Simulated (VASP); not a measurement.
Write the native input for VASP 6.6.1 that does the following.

| Quantity | Value |
| --- | --- |
| Task | single point |
| Functional | r2SCAN |
| Potentials or basis | VASP PAW PBE potentials, release 64 (Al, N) |
| Cutoff | 520 eV |
| k mesh | 8 × 8 × 4 |
| Occupations | gaussian, width 0.01 eV |
| Spin | no spin polarisation |
| Dipole correction | no |
| Further INCAR settings | ALGO = Normal; EDIFF = 1e-06; NBANDS = 16 |

The system is AlN.

```
CELL_PARAMETERS angstrom
3.09116 0.00000 0.00000
-1.54558 2.67702 0.00000
0.00000 0.00000 4.99345
ATOMIC_POSITIONS crystal
Al 0.33333 0.66667 0.99920
Al 0.66667 0.33333 0.49920
N 0.33333 0.66667 0.38080
N 0.66667 0.33333 0.88080
```

This cell differs from its parent crystal: in-plane strain -0.005.

These files were run (other wordings do the same):

POSCAR

```
AlN
1.0
    3.0911621849      0.0000000000      0.0000000000
   -1.5455810924      2.6770249793      0.0000000000
    0.0000000000      0.0000000000      4.9934535051
Al N
2 2
Direct
    0.3333333333      0.6666666667     -0.0008019551
    0.6666666667      0.3333333333      0.4991980449
    0.3333333333      0.6666666667      0.3808019551
    0.6666666667      0.3333333333      0.8808019551
```

INCAR.step1

```
SYSTEM = AlN
PREC = Accurate
ENCUT = 520
ISMEAR = 0
SIGMA = 0.01
LREAL = .False.
LASPH = .True.
NELM = 100
NBANDS = 16
GGA = PE
ALGO = Normal
EDIFF = 1E-4
LWAVE = .True.
LCHARG = .False.
```

INCAR.step2

```
SYSTEM = AlN
PREC = Accurate
ENCUT = 520
EDIFF = 1E-6
ISMEAR = 0
SIGMA = 0.01
LREAL = .False.
LASPH = .True.
NELM = 100
ALGO = Normal
ISIF = 2
LWAVE = .False.
LCHARG = .False.
METAGGA = R2SCAN
LMIXTAU = .True.
NBANDS = 16
ISTART = 1
```

KPOINTS

```
Automatic mesh
0
Gamma
  8 8 4
  0 0 0
```

Potentials or basis: VASP PAW PBE potentials, release 64 (Al, N).

Launch:

```console
$ cat potpaw_PBE.64/Al/POTCAR potpaw_PBE.64/N/POTCAR > POTCAR
$ cp INCAR.step1 INCAR
$ mpirun -np 1 vasp_std > vasp.out
$ cp INCAR.step2 INCAR
$ mpirun -np 1 vasp_std > vasp.out
```

Results of the run:

The pressure is 1.2 GPa and the largest force is 0.090 eV/Å. The band gap on the k mesh is 5.01 eV, direct.

Caveat: the cell differs from its parent crystal (in-plane strain -0.005); the PAW data sets were made with another functional, which shifts forces and pressure a little.

It took 70 s on 1 thread of Intel(R) Xeon(R) Platinum 8488C (Sapphire Rapids) (shared host), peak memory 0.16 GiB.
